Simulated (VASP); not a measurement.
# AlCu (Pm-3m) in VASP: single point with r2SCAN

Aim: the single point of AlCu with r2SCAN.

All numbers are computed with VASP 6.6.1; they aren't measurements. Logs are shortened: lines on timing, memory, paths and dates and some standing lists are left out, and cuts for length are marked.

### 1 The cell of the first run

Symmetry: Pm-3m, No. 221, cubic system. The conventional cell has a = 2.957 Å, b = 2.957 Å, c = 2.957 Å, α = 90.00°, β = 90.00°, γ = 90.00°. Within 3.4 Å of Al (site symmetry m-3m) lie 8 Cu at 2.56 Å and 6 Al at 2.96 Å. Cu (site symmetry m-3m) has 8 Al at 2.56 Å and 6 Cu at 2.96 Å within 3.4 Å.

### 2 Single point, r2SCAN

File POSCAR:

```
AlCu
1.0
    2.9568314331      0.0000000000      0.0000000000
    0.0000000000      2.9568314331      0.0000000000
    0.0000000000      0.0000000000      2.9568314331
Al Cu
1 1
Direct
    0.0000000000      0.0000000000      0.0000000000
    0.5000000000      0.5000000000      0.5000000000
```

File INCAR.step1:

```
  ALGO = Normal
  EDIFF = 1E-4
  ENCUT = 520
  GGA = PE
  ISMEAR = 0
  LASPH = T
  LCHARG = F
  LREAL = F
  LWAVE = T
  NBANDS = 14
  NELM = 100
  PREC = Accurate
  SIGMA = 0.1
```

File INCAR.step2:

```
  ALGO = Normal
  EDIFF = 1E-6
  ENCUT = 520
  ISIF = 2
  ISMEAR = 0
  ISTART = 1
  LASPH = T
  LCHARG = F
  LMIXTAU = T
  LREAL = F
  LWAVE = F
  METAGGA = R2SCAN
  NBANDS = 14
  NELM = 100
  PREC = Accurate
  SIGMA = 0.1
```

File KPOINTS:

```
k-points
0
Gamma
  14 14 14
```

Potentials or basis: VASP PAW PBE potentials, release 64 (Al, Cu).

The run is started by

```bash
cat potpaw_PBE.64/Al/POTCAR potpaw_PBE.64/Cu/POTCAR > POTCAR
cp INCAR.step1 INCAR
mpirun -np 1 vasp_std > vasp.out
cp INCAR.step2 INCAR
mpirun -np 1 vasp_std > vasp.out
```

OUTCAR:

```text
EDIFF = 1E-6
   ENCUT = 520
   ISIF = 2
   ISMEAR = 0
   ISTART = 1
   LASPH = T
   LREAL = F
   METAGGA = R2SCAN
   NELM = 100
   PREC = Accurate

 ion  position               nearest neighbor table
   1  0.000  0.000  0.000-   2 2.56   2 2.56   2 2.56   2 2.56   2 2.56   2 2.56   2 2.56   2 2.56

   2  0.500  0.500  0.500-   1 2.56   1 2.56   1 2.56   1 2.56   1 2.56   1 2.56   1 2.56   1 2.56

  LATTYP: Found a simple cubic cell.
 ALAT       =     2.9568314331

  Lattice vectors:

 A1 = (   2.9568314331,   0.0000000000,   0.0000000000)
 A2 = (   0.0000000000,   2.9568314331,   0.0000000000)
 A3 = (   0.0000000000,   0.0000000000,   2.9568314331)

Analysis of symmetry for initial positions (statically):
=====================================================================
 Subroutine PRICEL returns:
 Original cell was already a primitive cell.

 Routine SETGRP: Setting up the symmetry group for a
 simple cubic supercell.

 Subroutine GETGRP returns: Found 48 space group operations
 (whereof 48 operations were pure point group operations)
 out of a pool of 48 trial point group operations.

The static configuration has the point symmetry O_h .

Analysis of symmetry for dynamics (positions and initial velocities):
=====================================================================
 Subroutine PRICEL returns:
 Original cell was already a primitive cell.

 Routine SETGRP: Setting up the symmetry group for a
 simple cubic supercell.

 Subroutine GETGRP returns: Found 48 space group operations
 (whereof 48 operations were pure point group operations)
 out of a pool of 48 trial point group operations.

The dynamic configuration has the point symmetry O_h .

 Subroutine INISYM returns: Found 48 space group operations
 (whereof 48 operations are pure point group operations),
 and found     1 'primitive' translations

----------------------------------------------------------------------------------------

                                     Primitive cell

  volume of cell :      25.8511

  direct lattice vectors                    reciprocal lattice vectors
     2.956831433  0.000000000  0.000000000     0.338199868  0.000000000  0.000000000
     0.000000000  2.956831433  0.000000000     0.000000000  0.338199868  0.000000000
     0.000000000  0.000000000  2.956831433     0.000000000  0.000000000  0.338199868

  length of vectors
     2.956831433  2.956831433  2.956831433     0.338199868  0.338199868  0.338199868

  position of ions in fractional coordinates (direct lattice)
     0.000000000  0.000000000  0.000000000
     0.500000000  0.500000000  0.500000000

  ion indices of the primitive-cell ions
   primitive index   ion index
                 1           1
                 2           2

----------------------------------------------------------------------------------------

 KPOINTS: k-points

Automatic generation of k-mesh.
 Grid dimensions read from file:
 generate k-points for:   14   14   14

 Generating k-lattice:

  Cartesian coordinates                     Fractional coordinates (reciprocal lattice)
     0.024157133  0.000000000  0.000000000     0.071428571  0.000000000  0.000000000
     0.000000000  0.024157133  0.000000000     0.000000000  0.071428571  0.000000000
     0.000000000  0.000000000  0.024157133     0.000000000  0.000000000  0.071428571

  Length of vectors
     0.024157133  0.024157133  0.024157133

  Shift w.r.t. Gamma in fractional coordinates (k-lattice)
     0.000000000  0.000000000  0.000000000

 Subroutine IBZKPT returns following result:
 ===========================================

 Found    120 irreducible k-points:

 Following reciprocal coordinates:
            Coordinates               Weight
  0.000000  0.000000  0.000000      1.000000
  0.071429  0.000000  0.000000      6.000000
  0.142857  0.000000  0.000000      6.000000
  0.214286  0.000000  0.000000      6.000000
  0.285714  0.000000  0.000000      6.000000
  0.357143  0.000000  0.000000      6.000000
[... 16 lines left out ...]
  0.285714  0.214286  0.000000     24.000000
  0.357143  0.214286  0.000000     24.000000
 [... further k-points ...]
   k-points           NKPTS =    120   k-points in BZ     NKDIM =    120   number of bands    NBANDS=     14
   number of dos      NEDOS =    301   number of ions     NIONS =      2
   total plane-waves  NPLWV =  13824
   dimension x,y,z NGX =    24 NGY =   24 NGZ =   24
   dimension x,y,z NGXF=    48 NGYF=   48 NGZF=   48
   ions per type =               1   1
   NGX,Y,Z   is equivalent  to a cutoff of  13.49, 13.49, 13.49 a.u.
   NGXF,Y,Z  is equivalent  to a cutoff of  26.99, 26.99, 26.99 a.u.
 SYSTEM =  unknown system
   PREC   = accura    normal or accurate (medium, high low for compatibility)
   ISTART =      1    job   : 0-new  1-cont  2-samecut
   ICHARG =      0    charge: 1-file 2-atom 10-const
   ISPIN  =      1    spin polarized calculation?
   LNONCOLLINEAR =      F non collinear calculations
   LSORBIT =      F    spin-orbit coupling
   LASPH  =      T    aspherical Exc in radial PAW
   ENCUT  =  520.0 eV  38.22 Ry    6.18 a.u.   5.50  5.50  5.50*2*pi/ulx,y,z
   NELM   =    100;   NELMIN=  2; NELMDL=  0     # of ELM steps
   EDIFF  = 0.1E-05   stopping-criterion for ELM
   LREAL  =      F    real-space projection
[... 7 lines left out ...]
   TEBEG  =    0.0;   TEEND  =   0.0 temperature during run
   PSTRESS=    0.0 pullay stress
   NELECT =      14.0000    total number of electrons
   NUPDOWN=      -1.0000    fix difference up-down
   EMIN   =  10.00;   EMAX   =-10.00  energy-range for DOS
   EFERMI =   0.00;   METHOD = LEGACY
   ISMEAR =     0;   SIGMA  =   0.10  broadening in eV -4-tet -1-fermi 0-gaus
   EFERMI_NEDOS =   21; number of points for ismear=-14 and -15
   IALGO  =     38    algorithm
   IMIX   =      4    mixing-type and parameters
     AMIX     =   0.40;   BMIX     =  1.00
     AMIX_MAG =   1.60;   BMIX_MAG =  1.00
  volume/ion in A,a.u.               =      12.93        87.23
  Fermi-wavevector in a.u.,A,eV,Ry     =   1.334415  2.521679 24.227399  1.780664
  Thomas-Fermi vector in A             =   2.463198
   LORBIT       =      0    0 simple, 1 ext, 2 COOP (PROOUT), +10 PAW based schemes
   METAGGA = R2SCAN    functional components
   LHFCALC =     F    Hartree Fock is set to
   AEXX    =    0.0000 exact exchange contribution
   IVDW    =     0    specifies the selected vdW correction
   LEPSILON=     F    determine dielectric tensor
   LRPA    =     F    only Hartree local field effects (RPA)
 non-spin polarized calculation
 Gauss-broadening in eV      SIGMA  =   0.10
  energy-cutoff  :      520.00
  volume of cell :       25.85
 maximum number of plane-waves:       739
 NGX is ok and might be reduce to    24
   NGX = 11   NGY = 11   NGZ = 11

 number of electron      14.0000015 magnetization

 Free energy of the ion-electron system (eV)
  ---------------------------------------------------
  ext. energy  EPLUGINS =         0.00000000
  ---------------------------------------------------
  free energy    TOTEN  =       -17.89669565 eV

  energy without entropy =      -17.89368679  energy(sigma->0) =      -17.89519122

 E-fermi :   9.5467     XC(G=0): -12.6360

 val. band max:        9.4937776743   @ k =   0.4286   0.4286   0.2143
 cond. band min:       9.5661705580   @ k =   0.3571   0.3571   0.3571
 fundamental gap:      0.0723928837
 Fermi energy:         9.5466783679

 k-point     1 :       0.0000    0.0000    0.0000
  band No.  band energies     occupation
      1      -2.9272      2.00000
      2       4.1811      2.00000
      3       4.1811      2.00000
      4       5.3490      2.00000
      5       5.3490      2.00000
      6       5.3490      2.00000
      7      13.7480      0.00000
      8      13.7480      0.00000
      9      13.7480      0.00000
     10      16.0590      0.00000
     11      16.0590      0.00000
     12      21.2609      0.00000
     13      29.3119      0.00000
     14      29.3119      0.00000

 k-point     2 :       0.0714    0.0000    0.0000
  band No.  band energies     occupation
      1      -2.8336      2.00000
      2       4.1847      2.00000
      3       4.1958      2.00000
      4       5.3227      2.00000
      5       5.3227      2.00000
      6       5.3519      2.00000
      7      12.5992      0.00000
      8      13.8608      0.00000
      9      13.8608      0.00000
     10      16.0922      0.00000
     11      17.0744      0.00000
     12      21.6190      0.00000
     13      28.2024      0.00000
     14      28.2024      0.00000

 k-point     3 :       0.1429    0.0000    0.0000
  band No.  band energies     occupation
      1      -2.5538      2.00000
      2       4.1819      2.00000
      3       4.2372      2.00000
      4       5.2508      2.00000
      5       5.2508      2.00000
      6       5.3599      2.00000
      7      10.8103      0.00000
      8      14.1927      0.00000
      9      14.1927      0.00000
     10      16.1907      0.00000
     11      18.3738      0.00000
     12      22.7876      0.00000
     13      26.3999      0.00000
     14      26.3999      0.00000
[... 324 lines left out ...]
 k-point    23 :       0.2857    0.2143    0.0000
  band No.  band energies     occupation
      1      -0.6573      2.00000
      2       4.0849      2.00000
      3       4.4234      2.00000
      4       4.8715      2.00000
      5       5.0777      2.00000
      6       5.2075      2.00000
      7       8.1443      2.00000
      8      10.7831      0.00000
      9      16.3687      0.00000
     10      17.1453      0.00000
     11      19.6120      0.00000
     12      23.5421      0.00000
     13      24.2790      0.00000
     14      25.7083      0.00000

 k-point    24 :       0.3571    0.2143    0.0000
  band No.  band energies     occupation
      1       0.1150      2.00000
      2       3.6602      2.00000
      3       4.5201      2.00000
      4       4.8789      2.00000
      5       4.9933      2.00000
      6       5.2210      2.00000
      7       7.0215      2.00000
      8      11.4700      0.00000
      9      15.9105      0.00000
     10      17.2234      0.00000
     11      19.8111      0.00000
     12      22.0282      0.00000
     13      24.2786      0.00000
     14      25.9551      0.00000

 [... further k-points ...]
[... 5 lines left out ...]
  --------------------------------------------------------------------------------------
  -------------------------------------------------------------------------------------
  Total        0.0036987      0.0036987      0.0036987      0.0000000      0.0000000     -0.0000000
  in kB        0.2292354      0.2292354      0.2292354      0.0000000      0.0000000     -0.0000000
  external PRESSURE =       0.2292354 kB  Pullay stress =       0.0000000 kB

 VOLUME and BASIS-vectors are now :
 -----------------------------------------------------------------------------
  energy-cutoff  :      520.00
  volume of cell :       25.85
      direct lattice vectors                 reciprocal lattice vectors
     2.956831433  0.000000000  0.000000000     0.338199868  0.000000000  0.000000000
     0.000000000  2.956831433  0.000000000     0.000000000  0.338199868  0.000000000
     0.000000000  0.000000000  2.956831433     0.000000000  0.000000000  0.338199868

 POSITION                                       TOTAL-FORCE (eV/Angst)
 -----------------------------------------------------------------------------------
      0.00000      0.00000      0.00000         0.000000      0.000000      0.000000
      1.47842      1.47842      1.47842         0.000000      0.000000      0.000000
 -----------------------------------------------------------------------------------
    total drift:                                0.000000      0.000000     -0.000000

  FREE ENERGIE OF THE ION-ELECTRON SYSTEM (eV)
  ---------------------------------------------------
  free  energy   TOTEN  =       -17.8966956523 eV

  energy  without entropy=      -17.8936867911  energy(sigma->0) =      -17.89519122
```

Run time: 96 s. Hardware: 1 thread of Intel Xeon Platinum 8259CL at 2.50GHz (Skylake/Cascade Lake), shared host; peak memory 0.17 GiB.

Results:

```yaml
Free_energy: -17.8967 eV
Pressure: 0.0 GPa
Band_gap_on_the_k_mesh: zero (band 7 reaches 13.75 eV, above the bottom of band 8 at 8.68 eV)
```

Caveat: the PAW data sets were made with another functional, which shifts forces and pressure a little.
